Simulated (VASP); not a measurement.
# Al (a cell with a defect) in VASP: further runs, part 2 of 2

VASP 6.6.1.

**3. Single point, r2SCAN**

Input file POSCAR:

```
Al
1.0
    8.1000000000      0.0000000000      0.0000000000
    0.0000000000      8.1000000000      0.0000000000
    0.0000000000      0.0000000000      8.1000000000
Al
31
Direct
    0.4976322222     -0.0038974074      0.0013071605
    0.7502506173      0.2456376543      0.0047683951
    0.0028793827     -0.0039318519      0.0012211111
    0.2502138272      0.2506032099     -0.0065222222
    0.4949918519      0.5017227160     -0.0024325926
    0.7502302469      0.7470200000     -0.0009891358
    0.2502658025     -0.0018116049      0.2484224691
    0.4785480247      0.2589991358      0.2427116049
    0.7502366667      0.4979295062      0.2507017284
    0.4833471605     -0.0055060494      0.5064527160
    0.7501970370      0.0980962963      0.3362311111
    0.7502809877     -0.0006302469      0.7522350617
    0.0055029630      0.5016608642     -0.0023814815
    0.2502525926      0.7483732099     -0.0013112346
    0.0218551852      0.2589211111      0.2427903704
    0.2502166667      0.5080161728      0.2478512346
    0.4980043210      0.7490608642      0.2459367901
    0.0170307407     -0.0055228395      0.5064286420
    0.2502656790      0.2523934568      0.5025392593
    0.4963197531      0.5004388889      0.5031911111
    0.7502660494      0.7538666667      0.4954171605
    0.2502493827     -0.0026118519      0.7559767901
    0.4973101235      0.2534388889      0.7516090123
    0.7502239506      0.4991346914      0.7503827160
    0.0024681481      0.7490081481      0.2459177778
    0.0041693827      0.5004850617      0.5032092593
    0.2502351852      0.7452216049      0.5014362963
    0.0031544444      0.2534422222      0.7516293827
    0.2502629630      0.4999980247      0.7508929630
    0.4948575309      0.7475538272      0.7516830864
    0.0056729630      0.7475603704      0.7516870370
```

Input file INCAR.step1:

```
SYSTEM = Al
PREC     = Accurate       ! precision mode
ENCUT    = 520            ! plane-wave cutoff, eV
ISMEAR   = -1             ! smearing method
SIGMA    = 0.05           ! smearing width, eV
LREAL    = Auto         
LASPH    = .True.         ! aspherical terms in the spheres
NELM     = 80             ! most SCF steps
NBANDS   = 68             ! bands
GGA      = PE             ! functional
ALGO     = Normal         ! electronic algorithm
EDIFF    = 1E-4           ! SCF threshold, eV
LWAVE    = .True.         ! write WAVECAR
LCHARG   = .False.        ! write CHGCAR
```

Input file INCAR.step2:

```
SYSTEM = Al
PREC     = Accurate       ! precision mode
ENCUT    = 520            ! plane-wave cutoff, eV
EDIFF    = 1E-7           ! SCF threshold, eV
ISMEAR   = -1             ! smearing method
SIGMA    = 0.05           ! smearing width, eV
LREAL    = Auto         
LASPH    = .True.         ! aspherical terms in the spheres
NELM     = 80             ! most SCF steps
ALGO     = Normal         ! electronic algorithm
ISIF     = 2              ! what is computed and relaxed
LWAVE    = .False.        ! write WAVECAR
LCHARG   = .True.         ! write CHGCAR
METAGGA  = R2SCAN         ! meta-GGA
LMIXTAU  = .True.       
LELF     = .True.         ! ELF
LVHAR    = .True.       
NBANDS   = 68             ! bands
ISTART   = 1
```

Input file KPOINTS:

```
Automatic mesh
0
Gamma
  2 2 2
  0 0 0
```

Potentials or basis: VASP PAW PBE potentials, release 64 (Al).

Command:

```console
$ cat potpaw_PBE.64/Al/POTCAR > POTCAR
$ cp INCAR.step1 INCAR
$ mpirun -np 1 vasp_std > vasp.out
$ cp INCAR.step2 INCAR
$ mpirun -np 1 vasp_std > vasp.out
```

OUTCAR:

```text
SYSTEM = Al
   PREC = Accurate
   ENCUT = 520
   EDIFF = 1E-7
   ISMEAR = -1
   LREAL = Auto
   LASPH = .True.
   NELM = 80
   ISIF = 2
   METAGGA = R2SCAN
   ISTART = 1

 ion  position               nearest neighbor table
   1  0.498  0.996  0.001-  17 2.82  22 2.82   7 2.83  14 2.84  30 2.85   6 2.87  12 2.87   4 2.88
                             2 2.88   8 2.90  23 2.90
   2  0.750  0.246  0.005-   9 2.85  12 2.86   1 2.88   3 2.88  28 2.90  23 2.90  24 2.91  15 2.93
                             8 2.93  13 2.93   5 2.93  11 2.94
   3  0.003  0.996  0.001-  25 2.82  22 2.82   7 2.83  14 2.84  31 2.85  12 2.87   6 2.87   4 2.88
                             2 2.88  15 2.90  28 2.90
   4  0.250  0.251  0.993-   8 2.74  15 2.74  28 2.80  23 2.80  22 2.81  29 2.82  13 2.84   5 2.84
                             3 2.88   1 2.88   7 2.91  16 2.93
   5  0.495  0.502  0.998-   8 2.80  14 2.81  29 2.81  30 2.82  23 2.83  16 2.84  17 2.84   4 2.84
                             6 2.87  24 2.88   9 2.91   2 2.93
   6  0.750  0.747  0.999-  24 2.84  12 2.86  25 2.86  17 2.86   5 2.87  13 2.87   9 2.87   1 2.87
                             3 2.87  30 2.88  31 2.88
   7  0.250  0.998  0.248-   8 2.81  15 2.81  10 2.82  18 2.82   1 2.83   3 2.83  17 2.85  25 2.85
                            14 2.86  27 2.90   4 2.91  19 2.91
   8  0.479  0.259  0.243-  11 2.67  16 2.74   4 2.74   5 2.80  19 2.80   7 2.81  20 2.88   1 2.90
                             2 2.93   9 2.93  10 3.03
   9  0.750  0.498  0.251-   2 2.85  21 2.87   6 2.87  25 2.88  17 2.88  20 2.90  26 2.90  13 2.91
                             5 2.91  15 2.93   8 2.93  11 3.31
  10  0.483  0.994  0.506-  11 2.70  27 2.76  22 2.77  19 2.82   7 2.82  30 2.82  23 2.89  17 2.90
                            21 2.91  12 2.94   8 3.03
  11  0.750  0.098  0.336-  15 2.67   8 2.67  18 2.70  10 2.70   2 2.94  21 3.07   9 3.31
  12  0.750  0.999  0.752-   2 2.86   6 2.86   3 2.87   1 2.87  21 2.88  28 2.90  23 2.90  31 2.91
                            30 2.91  18 2.94  10 2.94
  13  0.006  0.502  0.998-  15 2.80  14 2.81  29 2.82  31 2.82  28 2.83  16 2.84  25 2.84   4 2.84
                             6 2.87  24 2.88   9 2.91   2 2.93
  14  0.250  0.748  0.999-  16 2.80   5 2.81  13 2.81  31 2.82  30 2.82  22 2.82  17 2.84  25 2.84
                             3 2.84   1 2.84  29 2.84   7 2.86
  15  0.022  0.259  0.243-  11 2.67  16 2.74   4 2.74  13 2.80  19 2.80   7 2.81  26 2.88   3 2.90
                             2 2.93   9 2.93  18 3.02
[... 242 lines left out ...]
  volume of cell :      531.44
 maximum number of plane-waves:     14400
   NGX = 31   NGY = 31   NGZ = 31

 number of electron      93.0000000 magnetization

 Free energy of the ion-electron system (eV)
  ---------------------------------------------------
  ext. energy  EPLUGINS =         0.00000000
  ---------------------------------------------------
  free energy    TOTEN  =      -206.54882082 eV

  energy without entropy =     -206.40307011  energy(sigma->0) =     -206.47594547

 E-fermi :   7.3017     XC(G=0): -10.7062

 val. band max:        7.2967460585   @ k =   0.5000   0.5000   0.0000
 cond. band min:       7.3073449233   @ k =   0.0000   0.5000   0.5000
 fundamental gap:      0.0105988648
 Fermi energy:         7.3016985080

 k-point     1 :       0.0000    0.0000    0.0000
  band No.  band energies     occupation
      1      -4.0651      2.00000
      2      -1.8358      2.00000
      3      -1.7943      2.00000
      4      -1.7329      2.00000
      5      -1.7075      2.00000
      6      -1.5450      2.00000
[... 477 lines left out ...]
     57      11.1283      0.00000
     58      11.1681      0.00000
 [bands above 58 left out]

------------------------ aborting loop because EDIFF is reached ----------------------------------------

  FORCE on cell =-STRESS in cart. coord.  units (eV):
  Direction    XX          YY          ZZ          XY          YZ          ZX
  --------------------------------------------------------------------------------------
  -------------------------------------------------------------------------------------
  Total      -10.5349201    -11.6618787    -11.6949580     -0.0010851     -0.1001363     -0.0000569
  in kB      -31.7604592    -35.1579905    -35.2577173     -0.0032713     -0.3018888     -0.0001717
  external PRESSURE =     -34.0587223 kB  Pullay stress =       0.0000000 kB

 VOLUME and BASIS-vectors are now :
 -----------------------------------------------------------------------------
  energy-cutoff  :      520.00
  volume of cell :      531.44
      direct lattice vectors                 reciprocal lattice vectors
     8.100000000  0.000000000  0.000000000     0.123456790  0.000000000  0.000000000
     0.000000000  8.100000000  0.000000000     0.000000000  0.123456790  0.000000000
     0.000000000  0.000000000  8.100000000     0.000000000  0.000000000  0.123456790

 POSITION                                       TOTAL-FORCE (eV/Angst)
 -----------------------------------------------------------------------------------
      4.03082      8.06843      0.01059         0.004673      0.007031      0.002619
      6.07703      1.98966      0.03862        -0.000014      0.002386      0.005679
      0.02332      8.06815      0.00989        -0.004780      0.007896      0.005906
      2.02673      2.02989      8.04717         0.000380      0.014096      0.017303
      4.00943      4.06395      8.08030        -0.004439      0.005102      0.004782
      6.07686      6.05086      8.09199         0.000004      0.002838     -0.006497
[... 23 lines left out ...]
      4.00835      6.05519      6.08863         0.001832      0.009180      0.003626
      0.04595      6.05524      6.08866        -0.003893      0.007486      0.003201
 -----------------------------------------------------------------------------------
    total drift:                                0.005830     -0.017222      0.004144

  FREE ENERGIE OF THE ION-ELECTRON SYSTEM (eV)
  ---------------------------------------------------
  free  energy   TOTEN  =      -206.5488208196 eV

  energy  without entropy=     -206.4030701147  energy(sigma->0) =     -206.47594547
```

OSZICAR.step1:

```text
N       E                     dE             d eps       ncg     rms          rms(c)
DAV:   1     0.125860004976E+03    0.12586E+03   -0.32035E+04  1088   0.109E+03
DAV:   2    -0.102838101427E+03   -0.22870E+03   -0.21474E+03  1300   0.143E+02
DAV:   3    -0.115585657340E+03   -0.12748E+02   -0.12196E+02  1340   0.274E+01
DAV:   4    -0.115864689081E+03   -0.27903E+00   -0.27688E+00  1288   0.451E+00
DAV:   5    -0.115870552911E+03   -0.58638E-02   -0.58591E-02  1320   0.736E-01    0.752E+00
DAV:   6    -0.114635152359E+03    0.12354E+01   -0.28641E+00  1252   0.436E+00    0.439E+00
DAV:   7    -0.114434430314E+03    0.20072E+00   -0.36830E-01  1256   0.179E+00    0.234E+00
DAV:   8    -0.114331500064E+03    0.10293E+00   -0.10215E-01  1304   0.860E-01    0.501E-01
DAV:   9    -0.114327231448E+03    0.42686E-02   -0.55644E-03  1240   0.213E-01    0.347E-01
DAV:  10    -0.114326468768E+03    0.76268E-03   -0.11287E-03  1304   0.876E-02    0.137E-01
DAV:  11    -0.114326404209E+03    0.64559E-04   -0.18314E-04   840   0.407E-02
   1 F= -.11432640E+03 E0= -.11424999E+03  d E =-.152829E+00
```

Wall time 32 min (1 thread of Oxide Virtual Turin-like, shared host); peak memory 0.58 GiB.

Results:

* Free energy: -206.5488 eV
* Pressure: -3.4 GPa
* Largest force: 0.378 eV/Å
* Band gap on the k mesh: zero (an odd number of electrons rules out a gap without spin polarisation)

Forces in eV/Å, atoms in the order of the input:
```
Al   0.005  0.007  0.003
Al   0.000  0.002  0.006
Al  -0.005  0.008  0.006
Al   0.000  0.014  0.017
Al  -0.004  0.005  0.005
Al   0.000  0.003 -0.006
Al  -0.001  0.006  0.011
Al   0.030  0.007  0.019
Al   0.000  0.038 -0.012
Al  -0.003  0.009  0.017
Al  -0.001 -0.306 -0.222
Al  -0.001 -0.018  0.033
Al   0.004  0.006  0.002
Al   0.001  0.003 -0.004
Al  -0.028  0.009  0.019
Al   0.000  0.012 -0.005
Al  -0.005  0.018  0.013
Al   0.006  0.010  0.017
Al  -0.003  0.013  0.020
Al  -0.002  0.026  0.008
Al  -0.001  0.032 -0.005
Al   0.001  0.006  0.009
Al  -0.012 -0.001  0.010
Al   0.003  0.006 -0.008
Al   0.005  0.020  0.013
Al   0.001  0.024  0.006
Al  -0.001  0.018  0.002
Al   0.013 -0.001  0.008
Al   0.002  0.008  0.010
Al   0.002  0.009  0.004
Al  -0.004  0.007  0.003
```

Levels at points of the mesh, in eV from the Fermi level:
```tsv
k point	band 43	band 44	band 45	band 46	band 47	band 48	band 49	band 50
(0.00, 0.00, 0.00)	-0.22	-0.14	-0.11	0.25	0.48	0.56	0.60	0.65
(0.50, 0.00, 0.00)	-0.55	-0.21	-0.21	-0.19	-0.17	-0.16	0.35	0.44
(0.00, 0.50, 0.00)	-0.51	-0.31	-0.13	-0.08	-0.06	0.09	0.10	0.22
(0.00, 0.00, 0.50)	-0.51	-0.31	-0.12	-0.10	-0.05	0.08	0.11	0.23
(0.50, 0.50, 0.00)	-0.78	-0.78	-0.05	0.00	0.22	0.66	1.25	1.27
(0.00, 0.50, 0.50)	-1.03	-1.00	0.01	0.04	0.28	0.64	1.23	1.28
(0.50, 0.00, 0.50)	-0.78	-0.76	-0.04	-0.01	0.21	0.63	1.26	1.28
(0.50, 0.50, 0.50)	-0.47	-0.44	-0.37	-0.35	-0.30	-0.17	-0.13	-0.07
```

Caveat: the k points lie up to 0.39 Å⁻¹ apart, too coarse for converged energies and pressures of a metal; the PAW data sets were made with another functional, which shifts forces and pressure a little.

The gap in the log of VASP goes by the Fermi energy; the results here count the filled bands.